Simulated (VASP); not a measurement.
Runs of VASP 6.6.1 on Ni3Ge. The structure is cubic, space group Pm-3m (No. 221). Conventional cell: a = 3.530 Å, b = 3.530 Å, c = 3.530 Å, α = 90.00°, β = 90.00°, γ = 90.00°. Within 3.3 Å of Ni (site symmetry 4/mmm) lie 8 Ni at 2.50 Å and 4 Ge at 2.50 Å. Within 3.3 Å of Ge (site symmetry m-3m) lie 12 Ni at 2.50 Å. 

```tsv
k mesh	smearing	gap on the mesh (eV)	pressure (GPa)
10 × 10 × 10	gaussian 0.1 eV	none	-0.6
12 × 12 × 12	methfessel-paxton 0.02 eV	none	-0.6
6 × 6 × 6	gaussian 0.01 eV	none	(a)
6 × 6 × 6	gaussian 0.1 eV	none	-0.6
12 × 12 × 12	gaussian 0.1 eV	none	-0.8
12 × 12 × 12	gaussian 0.5 eV	none	-0.1
```

Alike in all rows: task single point; level PBEsol; potentials or basis VASP PAW PBE potentials, release 64 (Ni, Ge_d); no spin polarisation; cell as given; cutoff (eV) 520.

Task: Fill in the values left out.

Result: (a) -0.7.

Caveats: the PAW data sets were made with another functional, which shifts forces and pressure a little.

A k mesh can miss the band edges, and the runs leave out spin-orbit coupling on Ge.

A gap of «none» marks levels without a gap at the run's occupations.
